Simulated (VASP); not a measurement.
A run of VASP 6.6.1 is set up as follows.

INCAR

```
  ALGO = Normal
  EDIFF = 1E-6
  ENCUT = 520
  GGA = PE
  ISIF = 2
  ISMEAR = 0
  LASPH = T
  LCHARG = T
  LELF = T
  LREAL = F
  LVHAR = T
  LWAVE = F
  NBANDS = 21
  NELM = 100
  PREC = Accurate
  SIGMA = 0.1
```

File KPOINTS:

```
k-points
0
Gamma
  4 4 2
```

File POSCAR:

```
Pb
1.0
    3.0386068135     -1.7503199600      0.0000000000
    3.0386068135      1.7503199600      0.0000000000
   -2.1154626375      0.0000000000      6.0952248674
Pb
2
Direct
    0.0914915900      0.0914915900      0.2737078000
    0.9085084100      0.9085084100      0.7262922000
```

Potentials or basis: VASP PAW PBE potentials, release 64 (Pb_d).

The run is started by

```bash
$ cat potpaw_PBE.64/Pb_d/POTCAR > POTCAR
$ mpirun -np 1 vasp_std > vasp.out
```

(1) Predict the band gap on the k mesh.

(2) Estimate the pressure.

(3) Estimate the largest force.

Results:

(1) zero (band 14 reaches 12.75 eV, above the bottom of band 15 at 5.64 eV).

(2) 1.1 GPa.

(3) 0.334 eV/Å.

Caveat: the k points lie up to 0.53 Å⁻¹ apart; spin-orbit coupling is left out, which moves the levels of the heavy elements.
